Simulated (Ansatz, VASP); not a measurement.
Two plane-wave programs on Co

The input INCAR:

```
  PREC = Accurate
  ENCUT = 520
  EDIFF = 1E-6
  ISMEAR = -1
  SIGMA = 0.1
  LREAL = F
  LASPH = T
  NELM = 150
  ALGO = Normal
  ISIF = 2
  LWAVE = F
  LCHARG = F
  ISPIN = 2
  MAGMOM = 1.8 1.8
  LORBIT = 11
  LMAXMIX = 4
  GGA = PE
  NBANDS = 20
```

The input KPOINTS:

```
regular mesh
0
Gamma
  15 15 8
```

The input POSCAR:

```
Co
1.0
    2.4905713050      0.0000000000      0.0000000000
   -1.2452856525      2.1568979233      0.0000000000
    0.0000000000      0.0000000000      4.0425844119
Co
2
Direct
    0.3333333333      0.6666666667      0.2500000000
    0.6666666667      0.3333333333      0.7500000000
```

Input for Ansatz:

```yaml
crystal:
  lattice:
    - [2.4905713050221783, 0.0, 0.0]
    - [-1.2452856525110891, 2.1568979232907073, 0.0]
    - [0.0, 0.0, 4.042584411864786]
  atoms:
    - { symbol: Co, position: [0.3333333333333333, 0.6666666666666666, 0.25], spin: 1.8 }
    - { symbol: Co, position: [0.6666666666666666, 0.3333333333333333, 0.75], spin: 1.8 }
basis:
  ecutwfc: 517.016338673772
kpoints:
  mp_grid:
    grid: [15, 15, 8]
hamiltonian:
  xc: pbe
magnetization:
  spin_polarized: true
scf:
  convergence:
    dr2_threshold: 1.0e-09
  occupations:
    method: fermi_dirac
```

Alike in both runs: task single point; functional PBE; k mesh 15 × 15 × 8; collinear spin.

|  | VASP | Ansatz |
| --- | --- | --- |
| version | VASP 6.6.1 | Ansatz 0.2.0 |
| potentials or method | VASP PAW PBE potentials, release 64 (Co), cutoff 520 eV | plane waves, PAW |
| occupations | fermi-dirac, width 0.1 eV | fermi-dirac |
| valence electrons in the cell | 18 | 34 |

Ansatz gave:

```
net moment per atom (μB)                                      : 1.62
size of the moment on the site where the two differ most (μB) : 1.70
```

Question: Estimate VASP's values.

Answer: net moment per atom (μB): 1.61; size of the moment on the site where the two differ most (μB): 1.63.

Site moments also hang on the region over which each program counts them. VASP's potentials hold 18 valence electrons a cell and Ansatz's 34, so a difference there can come from the potentials and not from the codes.
